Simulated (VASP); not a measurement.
# Ir: single point with PBEsol

Ir:

```
CELL_PARAMETERS angstrom
2.70838 0.00000 0.00000
0.00000 6.63415 0.00000
1.35419 -2.21138 0.78184
ATOMIC_POSITIONS crystal
Ir 0.00000 0.00000 0.00000
```

| Quantity | Value |
| --- | --- |
| Program | VASP 6.6.1 |
| Task | single point |
| Functional | PBEsol |
| Potentials or basis | VASP PAW PBE potentials, release 64 (Ir) |
| Cutoff | 520 eV |
| k mesh | 13 × 5 × 43 |
| Occupations | gaussian, width 0.1 eV |
| Spin | no spin polarisation |
| Dipole correction | no |
| Further INCAR settings | ALGO = Fast; EDIFF = 1e-07; NBANDS = 10; ISYM = 0 |

The pressure is 1.1 GPa. The band gap on the k mesh is zero (an odd number of electrons rules out a gap without spin polarisation).

Levels at points of the mesh, in eV from the Fermi level:
| k point | band 2 | band 3 | band 4 | band 5 | band 6 | band 7 |
| --- | --- | --- | --- | --- | --- | --- |
| (0.00, 0.00, 0.00) | -3.93 | -3.93 | -3.93 | -1.19 | -1.18 | 14.32 |

It took 15 min on 1 thread of Intel Xeon 8259CL, on a shared host, peak memory 0.36 GiB.

Caveat: the PAW data sets were made with another functional, which shifts forces and pressure a little; spin-orbit coupling is left out, which moves the levels of the heavy elements.
